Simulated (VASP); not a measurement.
Crystal: TaN.

```
Ta N
1.0
     5.15233    0.00000    0.00000
    -2.57617    4.46205    0.00000
     0.00000    0.00000    2.88654
Ta N
3 3
Direct
  0.33333 0.66667 0.50000
  0.66667 0.33333 0.50000
  0.00000 0.00000 0.00000
  0.39285 0.00000 0.00000
  0.60715 0.60715 0.00000
  0.00000 0.39285 0.00000
```

Base run:

* Program: VASP 6.6.1
* Functional: PBEsol
* Potentials or basis: VASP PAW PBE potentials, release 64 (Ta_sv_GW, N)
* Cutoff: 600 eV
* k mesh: 5 × 5 × 8
* Occupations: fermi-dirac, width 0.05 eV
* Spin: no spin polarisation

Its results: band gap on the k mesh zero (band 27 reaches 14.53 eV, above the bottom of band 28 at 11.31 eV); pressure 4.9 GPa; largest force 0.099 eV/Å.

The run is repeated on the same cell with these changes: potentials or basis from VASP PAW PBE potentials, release 64 (Ta_sv_GW, N) to VASP PAW PBE potentials, release 64 (Ta_pv, N); cutoff from 600 eV to 520 eV; further incar settings from ALGO = Normal; EDIFF = 1e-06; NBANDS = 36 to ALGO = Normal; EDIFF = 1e-06; NBANDS = 33; valence electrons from 54 to 48. What comes out?

Band gap on the k mesh zero (band 24 reaches 10.43 eV, above the bottom of band 25 at 7.22 eV); pressure 5.7 GPa; largest force 0.105 eV/Å.

Caveats: the PAW data sets were made with another functional, which shifts forces and pressure a little; spin-orbit coupling is left out, which moves the levels of the heavy elements.
